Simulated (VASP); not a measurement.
AlC3:

```
Al C
1.0
     0.00000    2.54500    2.54500
     2.54500    0.00000    2.54500
     2.54500    2.54500    0.00000
Al C
1 3
Cartesian
  0.0000 0.0000 0.0000
  2.5450 2.5450 2.5450
  1.2725 1.2725 1.2725
  3.8175 3.8175 3.8175
```

| Property | Result |
| --- | --- |
| Program | VASP 6.6.1 |
| Task | relaxation of cell and atoms |
| Functional | PBE |
| Potentials or basis | VASP PAW PBE potentials, release 64 (Al, C) |
| Cutoff | 600 eV |
| k mesh | 7 × 7 × 7 |
| Occupations | fermi-dirac, width 0.05 eV |
| Spin | no spin polarisation |

At the start: pressure 10.7 GPa; volume 8.24 Å³/atom.

Q: How do energy, volume and symmetry change on relaxing?

A: Over 3 steps the energy falls by 16.4 meV/atom and the volume is 8.75 Å³/atom (+6.2 %); space group Fm-3m (No. 225, to 0.1 Å) before and after.

Step by step:
| step | energy change (eV) | largest force (eV/Å) | pressure (GPa) | volume (Å³) |
| --- | --- | --- | --- | --- |
| 1 | 0.0000 | 0.0000 | 10.75 | 32.97 |
| 2 | -0.0596 | 0.0000 | -2.84 | 35.68 |
| 3 | -0.0655 | 0.0000 | 0.03 | 35.01 |

Final structure:
```
Al C
1.0
     0.00000    2.59662    2.59662
     2.59662    0.00000    2.59662
     2.59662    2.59662    0.00000
Al C
1 3
Direct
  0.00000 0.00000 0.00000
  0.50000 0.50000 0.50000
  0.25000 0.25000 0.25000
  0.75000 0.75000 0.75000
```
